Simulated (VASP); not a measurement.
Si: single point with PBE

Si:

```
CELL_PARAMETERS angstrom
-2.37137 2.37137 1.32927
2.37137 -2.37137 1.32927
2.37137 2.37137 -1.32927
ATOMIC_POSITIONS crystal
Si 0.02431 0.52431 0.50000
Si 0.50000 0.50000 0.00000
```

This cell differs from its parent crystal: atom 1 (Si) moved by (+0.000, -0.600) A along [1 1 0] and z.

| Quantity | Value |
| --- | --- |
| Program | VASP 6.6.1 |
| Task | single point |
| Functional | PBE |
| Potentials or basis | VASP PAW PBE potentials, release 64 (Si) |
| Cutoff | 520 eV |
| k mesh | 20 × 20 × 20 |
| Occupations | gaussian, width 0.15 eV |
| Spin | no spin polarisation |
| Dipole correction | no |
| Further INCAR settings | ALGO = Normal; EDIFF = 1e-07; NBANDS = 11 |

* Pressure: 2.7 GPa
* Largest force: 0.065 eV/Å
* Band gap on the k mesh: zero (bands 4 and 5 overlap by 7.10 eV)

Forces on the atoms (eV/Å):
```
Si   0.000  0.000  0.065
Si   0.000  0.000 -0.065
```

Stress tensor (GPa, compression positive):
```
-3.56  0.00  0.00
 0.00 13.69  0.00
 0.00  0.00 -2.08
```

Levels at points of the mesh, in eV from the Fermi level:
```csv
k point,band 2,band 3,band 4,band 5,band 6,band 7
"(0.00, 0.00, 0.00)",-2.75,-2.28,-1.81,1.47,7.92,8.54
"(0.50, 0.00, 0.00)",-7.41,-2.01,-1.94,-0.69,-0.38,5.14
"(0.50, 0.00, 0.50)",-6.74,-2.44,-2.18,-1.32,1.60,3.94
"(0.50, 0.50, 0.00)",-10.82,0.34,0.34,2.69,2.69,7.48
"(0.50, 0.50, 0.50)",-8.28,-7.03,-6.86,4.78,6.29,12.83
```

Wall time 8.7 min on 1 thread of Intel Xeon 8259CL (shared host), peak memory 0.4 GiB.

Caveat: the cell differs from its parent crystal (atom 1 (Si) moved by (+0.000, -0.600) A along [1 1 0] and z); the stress differs along the axes, from -4 to 14 GPa.
